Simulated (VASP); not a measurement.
# HF in VASP: single point with r2SCAN

Aim: the single point of HF with r2SCAN.

Program: VASP 6.6.1. These are calculated values, not measurements. Logs are shortened: lines on timing, memory, paths and dates and some standing lists are left out, and cuts for length are marked.

## Step 1: The cell of the first run

The cell holds a disordered packing, 16 atoms: a = 6.479 Å, b = 6.479 Å, c = 6.479 Å, α = 90.00°, β = 90.00°, γ = 90.00°.

## Step 2: Single point, r2SCAN

File POSCAR:

```
HF
1.0
    6.4792240000      0.0000000000      0.0000000000
    0.0000000000      6.4792240000      0.0000000000
    0.0000000000      0.0000000000      6.4792240000
F H
8 8
Direct
    0.3909086485      0.0555335072      0.8371867377
    0.5866279928      0.3652352067     -0.0102790430
    0.0807431219      0.3993122108      0.2512719321
    0.4254127252      0.7526080523      0.0632554700
    0.0677761714      0.0166540583      0.2359122698
    0.5295543977      0.3147958410      0.5122401977
    0.8759776958      0.7009853449      0.1259255756
    0.6071043960      0.9496217955      0.3565110448
    0.4616803551      0.1807765710      0.8679965165
    0.5420040846      0.5027083750      0.0074003577
   -0.0050014807      0.5091354036      0.2030965828
    0.4100513510      0.8681974152     -0.0299420997
    0.0492173769      0.1629336433      0.2396390669
    0.5447294957      0.1840914810      0.4523611977
    0.9285413957      0.8305994740      0.1755919945
    0.5272369725      0.8671928203      0.2657245989
```

File INCAR.step1:

```
PREC = Accurate ; ENCUT = 520
ISMEAR = -1 ; SIGMA = 0.05
LREAL = Auto ; LASPH = True
NELM = 100 ; NBANDS = 46
GGA = PE ; ALGO = Normal
EDIFF = 1E-4 ; LWAVE = True
LCHARG = False
```

File INCAR.step2:

```
PREC = Accurate ; ENCUT = 520
EDIFF = 1E-6 ; ISMEAR = -1
SIGMA = 0.05 ; LREAL = Auto
LASPH = True ; NELM = 100
ALGO = Normal ; ISIF = 2
LWAVE = False ; LCHARG = False
METAGGA = R2SCAN ; LMIXTAU = True
NBANDS = 46 ; ISTART = 1
```

File KPOINTS:

```
Automatic mesh
0
Gamma
  1 1 1
```

Potentials or basis: VASP PAW PBE potentials, release 64 (F, H).

The run is started by

```
$ cat potpaw_PBE.64/F/POTCAR potpaw_PBE.64/H/POTCAR > POTCAR
$ cp INCAR.step1 INCAR
$ mpirun -np 1 vasp_gam > vasp.out
$ cp INCAR.step2 INCAR
$ mpirun -np 1 vasp_gam > vasp.out
```

OUTCAR:

```text
PREC = Accurate
   ENCUT = 520
   EDIFF = 1E-6
   ISMEAR = -1
   LREAL = Auto
   LASPH = True
   NELM = 100
   ISIF = 2
   METAGGA = R2SCAN
   ISTART = 1

 ion  position               nearest neighbor table
   1  0.391  0.056  0.837-   9 0.95
   2  0.587  0.365  0.990-  10 0.94
   3  0.081  0.399  0.251-  11 0.96
   4  0.425  0.753  0.063-  12 0.97
   5  0.068  0.017  0.236-  13 0.96
   6  0.530  0.315  0.512-  14 0.94
   7  0.876  0.701  0.126-  15 0.96
   8  0.607  0.950  0.357-  16 0.95
   9  0.462  0.181  0.868-   1 0.95
  10  0.542  0.503  0.007-   2 0.94
  11  0.995  0.509  0.203-   3 0.96
  12  0.410  0.868  0.970-   4 0.97
  13  0.049  0.163  0.240-   5 0.96
  14  0.545  0.184  0.452-   6 0.94
  15  0.929  0.831  0.176-   7 0.96
  16  0.527  0.867  0.266-   8 0.95

  LATTYP: Found a simple cubic cell.
 ALAT       =     6.4792240000

  Lattice vectors:

 A1 = (   6.4792240000,   0.0000000000,   0.0000000000)
 A2 = (   0.0000000000,   6.4792240000,   0.0000000000)
 A3 = (   0.0000000000,   0.0000000000,   6.4792240000)

Analysis of symmetry for initial positions (statically):
=====================================================================
 Subroutine PRICEL returns:
 Original cell was already a primitive cell.

 Routine SETGRP: Setting up the symmetry group for a
 simple cubic supercell.

 Subroutine GETGRP returns: Found  1 space group operations
 (whereof  1 operations were pure point group operations)
 out of a pool of 48 trial point group operations.

The static configuration has the point symmetry C_1 .

Analysis of symmetry for dynamics (positions and initial velocities):
=====================================================================
 Subroutine PRICEL returns:
 Original cell was already a primitive cell.

 Routine SETGRP: Setting up the symmetry group for a
 simple cubic supercell.

 Subroutine GETGRP returns: Found  1 space group operations
 (whereof  1 operations were pure point group operations)
 out of a pool of 48 trial point group operations.

The dynamic configuration has the point symmetry C_1 .

 Subroutine INISYM returns: Found  1 space group operations
 (whereof  1 operations are pure point group operations),
 and found     1 'primitive' translations

----------------------------------------------------------------------------------------

                                     Primitive cell

  volume of cell :     272.0001

  direct lattice vectors                    reciprocal lattice vectors
     6.479224000  0.000000000  0.000000000     0.154339470  0.000000000  0.000000000
     0.000000000  6.479224000  0.000000000     0.000000000  0.154339470  0.000000000
     0.000000000  0.000000000  6.479224000     0.000000000  0.000000000  0.154339470

  length of vectors
     6.479224000  6.479224000  6.479224000     0.154339470  0.154339470  0.154339470

  position of ions in fractional coordinates (direct lattice)
     0.390908649  0.055533507  0.837186738
     0.586627993  0.365235207  0.989720957
     0.080743122  0.399312211  0.251271932
     0.425412725  0.752608052  0.063255470
     0.067776171  0.016654058  0.235912270
     0.529554398  0.314795841  0.512240198
     0.875977696  0.700985345  0.125925576
     0.607104396  0.949621796  0.356511045
     0.461680355  0.180776571  0.867996516
     0.542004085  0.502708375  0.007400358
     0.994998519  0.509135404  0.203096583
     0.410051351  0.868197415  0.970057900
     0.049217377  0.162933643  0.239639067
     0.544729496  0.184091481  0.452361198
     0.928541396  0.830599474  0.175591995
     0.527236972  0.867192820  0.265724599

  ion indices of the primitive-cell ions
   primitive index   ion index
                 1           1
                 2           2
                 3           3
                 4           4
                 5           5
                 6           6
                 7           7
                 8           8
                 9           9
                10          10
                11          11
                12          12
                13          13
                14          14
                15          15
                16          16

----------------------------------------------------------------------------------------

 KPOINTS: Automatic mesh

Automatic generation of k-mesh.
 Grid dimensions read from file:
 generate k-points for:    1    1    1

 Generating k-lattice:

  Cartesian coordinates                     Fractional coordinates (reciprocal lattice)
     0.154339470  0.000000000  0.000000000     1.000000000  0.000000000  0.000000000
     0.000000000  0.154339470  0.000000000     0.000000000  1.000000000  0.000000000
     0.000000000  0.000000000  0.154339470     0.000000000  0.000000000  1.000000000

  Length of vectors
     0.154339470  0.154339470  0.154339470

  Shift w.r.t. Gamma in fractional coordinates (k-lattice)
     0.000000000  0.000000000  0.000000000

 Subroutine IBZKPT returns following result:
 ===========================================

 Found      1 irreducible k-points:

 Following reciprocal coordinates:
            Coordinates               Weight
  0.000000  0.000000  0.000000      1.000000
   k-points           NKPTS =      1   k-points in BZ     NKDIM =      1   number of bands    NBANDS=     46
   number of dos      NEDOS =    301   number of ions     NIONS =     16
   total plane-waves  NPLWV = 110592
   dimension x,y,z NGX =    48 NGY =   48 NGZ =   48
   dimension x,y,z NGXF=    96 NGYF=   96 NGZF=   96
   ions per type =               8   8
   NGX,Y,Z   is equivalent  to a cutoff of  12.32, 12.32, 12.32 a.u.
   NGXF,Y,Z  is equivalent  to a cutoff of  24.63, 24.63, 24.63 a.u.
 SYSTEM =  unknown system
   PREC   = accura    normal or accurate (medium, high low for compatibility)
   ISTART =      1    job   : 0-new  1-cont  2-samecut
   ICHARG =      0    charge: 1-file 2-atom 10-const
   ISPIN  =      1    spin polarized calculation?
   LNONCOLLINEAR =      F non collinear calculations
   LSORBIT =      F    spin-orbit coupling
   LASPH  =      T    aspherical Exc in radial PAW
   ENCUT  =  520.0 eV  38.22 Ry    6.18 a.u.  12.05 12.05 12.05*2*pi/ulx,y,z
   NELM   =    100;   NELMIN=  2; NELMDL=  0     # of ELM steps
   EDIFF  = 0.1E-05   stopping-criterion for ELM
   LREAL  =      T    real-space projection
   EDIFFG = 0.1E-04   stopping-criterion for IOM
   NSW    =      0    number of steps for IOM
   IBRION =     -1    ionic relax: 0-MD 1-quasi-New 2-CG
   NFREE  =      0    steps in history (QN), initial steepest desc. (CG)
   ISIF   =      2    stress and relaxation
   ISYM   =      2    0-nonsym 1-usesym 2-fastsym
   POTIM  = 0.5000    time-step for ionic-motion
   TEBEG  =    0.0;   TEEND  =   0.0 temperature during run
   PSTRESS=    0.0 pullay stress
   NELECT =      64.0000    total number of electrons
   NUPDOWN=      -1.0000    fix difference up-down
   EMIN   =  10.00;   EMAX   =-10.00  energy-range for DOS
   EFERMI =   0.00;   METHOD = LEGACY
   ISMEAR =    -1;   SIGMA  =   0.05  broadening in eV -4-tet -1-fermi 0-gaus
   EFERMI_NEDOS =   21; number of points for ismear=-14 and -15
   IALGO  =     38    algorithm
   IMIX   =      4    mixing-type and parameters
     AMIX     =   0.40;   BMIX     =  1.00
     AMIX_MAG =   1.60;   BMIX_MAG =  1.00
  volume/ion in A,a.u.               =      17.00       114.72
  Fermi-wavevector in a.u.,A,eV,Ry     =   1.010676  1.909900 13.897880  1.021465
  Thomas-Fermi vector in A             =   2.143679
   LORBIT       =      0    0 simple, 1 ext, 2 COOP (PROOUT), +10 PAW based schemes
   METAGGA = R2SCAN    functional components
   LHFCALC =     F    Hartree Fock is set to
   AEXX    =    0.0000 exact exchange contribution
   IVDW    =     0    specifies the selected vdW correction
   LEPSILON=     F    determine dielectric tensor
   LRPA    =     F    only Hartree local field effects (RPA)
 non-spin polarized calculation
  energy-cutoff  :      520.00
  volume of cell :      272.00
 maximum number of plane-waves:      3625
   NGX = 25   NGY = 25   NGZ = 25

 number of electron      63.9999994 magnetization

 Free energy of the ion-electron system (eV)
  ---------------------------------------------------
  ext. energy  EPLUGINS =         0.00000000
  ---------------------------------------------------
  free energy    TOTEN  =       -77.41325608 eV

  energy without entropy =      -77.41325608  energy(sigma->0) =      -77.41325608

 E-fermi :  -5.8368     XC(G=0):  -5.3049

 val. band max:       -7.1762188187   @ k =   0.0000   0.0000   0.0000
 cond. band min:       0.5814182930   @ k =   0.0000   0.0000   0.0000
 fundamental gap:      7.7576371117
 Fermi energy:        -5.8368189394

 k-point     1 :       0.0000    0.0000    0.0000
  band No.  band energies     occupation
      1     -30.8104      2.00000
      2     -30.4302      2.00000
      3     -30.2491      2.00000
      4     -30.0637      2.00000
      5     -29.8131      2.00000
      6     -29.7698      2.00000
      7     -29.6210      2.00000
      8     -28.6568      2.00000
      9     -13.7015      2.00000
     10     -13.4080      2.00000
     11     -13.1491      2.00000
     12     -13.0048      2.00000
     13     -12.5919      2.00000
     14     -11.4411      2.00000
     15     -10.8951      2.00000
     16     -10.8001      2.00000
     17      -9.4882      2.00000
     18      -9.3176      2.00000
     19      -9.0946      2.00000
     20      -8.9222      2.00000
     21      -8.9006      2.00000
     22      -8.8288      2.00000
     23      -8.6907      2.00000
     24      -8.6262      2.00000
     25      -8.5762      2.00000
     26      -8.4890      2.00000
     27      -8.4510      2.00000
     28      -8.3455      2.00000
     29      -8.3059      2.00000
     30      -8.1567      2.00000
     31      -7.1952      2.00000
     32      -7.1762      2.00000
     33       0.5814      0.00000
     34       3.7615      0.00000
     35       4.3210      0.00000
     36       4.4654      0.00000
     37       4.6485      0.00000
     38       4.8560      0.00000
     39       4.9961      0.00000
     40       6.6704      0.00000
     41       6.7103      0.00000
     42       6.9521      0.00000
     43       7.0544      0.00000
     44       7.3802      0.00000
 [bands above 44 left out]

------------------------ aborting loop because EDIFF is reached ----------------------------------------

  FORCE on cell =-STRESS in cart. coord.  units (eV):
  Direction    XX          YY          ZZ          XY          YZ          ZX
  --------------------------------------------------------------------------------------
  -------------------------------------------------------------------------------------
  Total       -0.6124324     -1.3998063     -0.5817396     -0.2722437     -0.1643651      0.1041230
  in kB       -3.6074452     -8.2453583     -3.4266536     -1.6036125     -0.9681691      0.6133218
  external PRESSURE =      -5.0931523 kB  Pullay stress =       0.0000000 kB

 VOLUME and BASIS-vectors are now :
 -----------------------------------------------------------------------------
  energy-cutoff  :      520.00
  volume of cell :      272.00
      direct lattice vectors                 reciprocal lattice vectors
     6.479224000  0.000000000  0.000000000     0.154339470  0.000000000  0.000000000
     0.000000000  6.479224000  0.000000000     0.000000000  0.154339470  0.000000000
     0.000000000  0.000000000  6.479224000     0.000000000  0.000000000  0.154339470

 POSITION                                       TOTAL-FORCE (eV/Angst)
 -----------------------------------------------------------------------------------
      2.53278      0.35981      5.42432        -0.078661     -0.223806     -0.009795
      3.80089      2.36644      6.41262         0.004825     -0.075574     -0.036363
      0.52315      2.58723      1.62805         0.115280     -0.275052      0.051930
      2.75634      4.87632      0.40985         0.067946     -0.232153      0.187407
      0.43914      0.10791      1.52853         0.019497     -0.341178     -0.028233
      3.43110      2.03963      3.31892        -0.034009      0.265467      0.141713
      5.67566      4.54184      0.81590        -0.007333     -0.058999      0.031896
      3.93357      6.15281      2.30991         0.015919      0.125367      0.105812
      2.99133      1.17129      5.62394         0.102336      0.221726      0.111106
      3.51177      3.25716      0.04795        -0.115919      0.088505     -0.004736
      6.44682      3.29880      1.31591        -0.169519      0.219233     -0.096047
      2.65681      5.62525      6.28522        -0.024226      0.268711     -0.237033
      0.31889      1.05568      1.55268        -0.009184      0.354322     -0.001391
      3.52942      1.19277      2.93095         0.041776     -0.306597     -0.130055
      6.01623      5.38164      1.13770         0.111904      0.069803      0.002543
      3.41609      5.61874      1.72169        -0.040632     -0.099777     -0.088754
 -----------------------------------------------------------------------------------
    total drift:                                0.002519      0.004912     -0.003643

  FREE ENERGIE OF THE ION-ELECTRON SYSTEM (eV)
  ---------------------------------------------------
  free  energy   TOTEN  =       -77.4132560831 eV

  energy  without entropy=      -77.4132560831  energy(sigma->0) =      -77.41325608
```

Run time: 82 s. Hardware: 1 thread of Intel Xeon Platinum 8375C at 2.90GHz (Ice Lake), shared host; peak memory 0.33 GiB.

Results:

```
Free energy   : -77.4133 eV
Pressure      : -0.5 GPa
Largest force : 0.359 eV/Å
```

Forces on the atoms (eV/Å):
```
F   -0.079 -0.224 -0.010
F    0.005 -0.076 -0.036
F    0.115 -0.275  0.052
F    0.068 -0.232  0.187
F    0.019 -0.341 -0.028
F   -0.034  0.265  0.142
F   -0.007 -0.059  0.032
F    0.016  0.125  0.106
H    0.102  0.222  0.111
H   -0.116  0.089 -0.005
H   -0.170  0.219 -0.096
H   -0.024  0.269 -0.237
H   -0.009  0.354 -0.001
H    0.042 -0.307 -0.130
H    0.112  0.070  0.003
H   -0.041 -0.100 -0.089
```

Stress tensor (GPa, compression positive):
```
-0.36 -0.16  0.06
-0.16 -0.82 -0.10
 0.06 -0.10 -0.34
```

Levels at points of the mesh, in eV from the Fermi level:
```
           k point  band 29  band 30  band 31  band 32  band 33  band 34  band 35  band 36
(0.00, 0.00, 0.00)    -2.47    -2.32    -1.36    -1.34     6.42     9.60    10.16    10.30
```

Caveat: the k points lie up to 0.97 Å⁻¹ apart, too coarse for converged energies, forces and pressures; the PAW data sets were made with another functional, which shifts forces and pressure a little.
